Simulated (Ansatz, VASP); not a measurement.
**NaH in VASP and in Ansatz**

Contents of INCAR:

```
ALGO = Normal ; EDIFF = 1E-6
ENCUT = 500 ; GGA = PE
GGA_COMPAT = F ; ISIF = 2
ISMEAR = 1 ; LASPH = T
LCHARG = F ; LREAL = F
LWAVE = F ; NBANDS = 16
NELM = 120 ; PREC = Accurate
SIGMA = 0.001
```

Contents of KPOINTS:

```
k-points
0
Gamma
  6 6 4
```

Contents of POSCAR:

```
NaH
1.0
    3.9533072863      0.0000000000      0.0000000000
   -1.9766536431      3.4236645389      0.0000000000
    0.0000000000      0.0000000000      4.8283237758
Na H
2 2
Direct
    0.3333333333      0.6666666667      0.2500000000
    0.6666666667      0.3333333333      0.7500000000
    0.6666666667      0.3333333333      0.2500000000
    0.3333333333      0.6666666667      0.7500000000
```

Input for Ansatz:

```yaml
crystal:
  lattice:
    - [3.9533072863, 0.0, 0.0]
    - [-1.9766536431, 3.4236645389, 0.0]
    - [0.0, 0.0, 4.8283237758]
  atoms:
    - { symbol: Na, position: [0.3333333333, 0.6666666667, 0.25] }
    - { symbol: Na, position: [0.6666666667, 0.3333333333, 0.75] }
    - { symbol: H, position: [0.6666666667, 0.3333333333, 0.25] }
    - { symbol: H, position: [0.3333333333, 0.6666666667, 0.75] }
kpoints:
  mp_grid: { grid: [6, 6, 4] }
hamiltonian:
  xc: pbe
scf:
  occupations: { method: cold, width: 0.001 }
  n_extra_bands: 5
output:
  forces: true
  stress: true
  eigenvalues: true
```

Alike in both runs: task single point; functional PBE; k mesh 6 × 6 × 4; no spin polarisation.

|  | VASP | Ansatz |
| --- | --- | --- |
| version | VASP 6.6.1 | Ansatz 0.2.0 |
| potentials or method | VASP PAW PBE potentials, release 64 (Na_pv, H) | plane waves |
| plane-wave cutoff (eV) | 500 | 420 |
| occupations | methfessel-paxton of order 1, width 0.001 eV | cold, width 0.001 eV |
| valence electrons in the cell | 16 | 20 |

|  | VASP | Ansatz | Ansatz less VASP |
| --- | --- | --- | --- |
| gap on the k mesh at the Fermi level (eV) | 3.33 | 3.33 | -0.001 |
| pressure (GPa) | 0.3 | 0.4 | +0.06 |
| traceless stress, the component that is largest in VASP (GPa) | 0.07 | 0.08 | +0.003 |

VASP's potentials hold 16 valence electrons a cell and Ansatz's 20, so a difference there can come from the potentials and not from the codes.
